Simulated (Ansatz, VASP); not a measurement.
## Rb in VASP and in Ansatz

The input INCAR:

```
PREC = Accurate
ENCUT = 520
EDIFF = 1E-6
ISMEAR = -1
SIGMA = 0.05
LREAL = False
LASPH = True
NELM = 60
ALGO = Fast
ISIF = 2
LWAVE = False
LCHARG = False
NBANDS = 10
```

KPOINTS

```
regular mesh
0
Gamma
  4 4 4
```

The input POSCAR:

```
Rb
1.0
   -2.8025000000      2.8025000000      2.8025000000
    2.8025000000     -2.8025000000      2.8025000000
    2.8025000000      2.8025000000     -2.8025000000
Rb
1
Direct
    0.0000000000      0.0000000000      0.0000000000
```

Contents of input.yaml:

```yaml
crystal:
  lattice:
    - [-2.8025, 2.8025, 2.8025]
    - [2.8025, -2.8025, 2.8025]
    - [2.8025, 2.8025, -2.8025]
  atoms:
    - { symbol: Rb, position: [0.0, 0.0, 0.0] }
hamiltonian:
  xc: lda
  pseudopotentials: { kind: paw }
kpoints:
  mp_grid: { grid: [4, 4, 4] }
  band_path:
    path:
      - [[0.0, 0.0, 0.0], [0.5, -0.5, 0.5], [0.0, 0.0, 0.5], [0.0, 0.0, 0.0], [0.25, 0.25, 0.25], [0.5, -0.5, 0.5]]
      - [[0.25, 0.25, 0.25], [0.0, 0.0, 0.5]]
    npoints: 14
scf:
  occupations: { method: fermi_dirac, width: 0.05 }
  n_extra_bands: 6
output:
  forces: true
  stress: true
  eigenvalues: true
  fatbands: true
```

Alike in both runs: functional LDA; k mesh 4 × 4 × 4; occupations fermi-dirac, width 0.05 eV; no spin polarisation.

|  | VASP | Ansatz |
| --- | --- | --- |
| version | VASP 6.6.1 | Ansatz 0.2.0 |
| potentials or method | VASP PAW LDA potentials, release 64 (Rb_sv) | Ansatz PAW |
| plane-wave cutoff (eV) | 520 | 420 |
| valence electrons in the cell | 9 | 9 |
| task | single point | band structure |

```csv
,VASP,Ansatz,Ansatz less VASP
gap on the k mesh at the Fermi level (eV),none,none,-
pressure (GPa),-0.3,-0.3,0.00
```

LDA's correlation is that of Perdew and Zunger in VASP and of Perdew and Wang (1992) in Ansatz. A gap of «none» marks a metal or a gap that the smearing closes.

The k mesh is coarse, so the values compare programs but aren't converged.
